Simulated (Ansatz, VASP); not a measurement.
One calculation of W, two programs

The input INCAR:

```
PREC     = Accurate       # precision mode
ENCUT    = 520            # plane-wave cutoff, eV
EDIFF    = 1E-6           # SCF threshold, eV
ISMEAR   = 0              # smearing method
SIGMA    = 0.15           # smearing width, eV
LREAL    = False          # projectors in reciprocal space
LASPH    = True           # aspherical terms in the spheres
NELM     = 80             # most SCF steps
ALGO     = Fast           # electronic algorithm
ISIF     = 2              # what is computed and relaxed
LWAVE    = False          # write WAVECAR
LCHARG   = False          # write CHGCAR
GGA      = CA             # functional
NBANDS   = 13             # bands
```

Contents of KPOINTS:

```
regular mesh
0
Gamma
  22 22 22
```

The input POSCAR:

```
W
1.0
    0.0000000000      2.2676530149      1.4268072770
    2.2676530149      0.0000000000      1.4268072770
    2.2676530149      2.2676530149      0.0000000000
W
1
Direct
    0.0000000000      0.0000000000      0.0000000000
```

Input for Ansatz:

```yaml
crystal:
  lattice:
    - [0.0, 2.2676530149, 1.426807277]
    - [2.2676530149, 0.0, 1.426807277]
    - [2.2676530149, 2.2676530149, 0.0]
  atoms:
    - { symbol: W, position: [0.0, 0.0, 0.0] }
basis:
  ecutwfc: 420
kpoints:
  mp_grid: { grid: [22, 22, 22] }
hamiltonian:
  xc: lda
  pseudopotentials: { kind: paw, azcp: { folder: soft_1 } }
scf:
  occupations: { method: gaussian, width: 0.15 }
output:
  forces: true
  stress: true
  eigenvalues: true
```

Alike in both runs: task single point; functional LDA; k mesh 22 × 22 × 22; occupations gaussian, width 0.15 eV; no spin polarisation.

```csv
,VASP,Ansatz
version,VASP 6.6.1,Ansatz 0.2.0
potentials or method,"VASP PAW LDA potentials, release 64 (W_sv), cutoff 520 eV","scalar-relativistic, plane waves, PAW"
valence electrons in the cell,14,14
```

```tsv
	VASP	Ansatz	Ansatz less VASP
gap on the k mesh at the Fermi level (eV)	none	none	-
pressure (GPa)	23.2	20.9	-2.31
traceless stress, the component that is largest in VASP (GPa)	29.53	29.43	-0.097
```

Ansatz warns that its potentials were made for another functional, while VASP's fit it. LDA's correlation is that of Perdew and Zunger in VASP and of Perdew and Wang (1992) in Ansatz. A gap of «none» marks a metal or a gap that the smearing closes.

Neither program's run includes spin-orbit coupling.
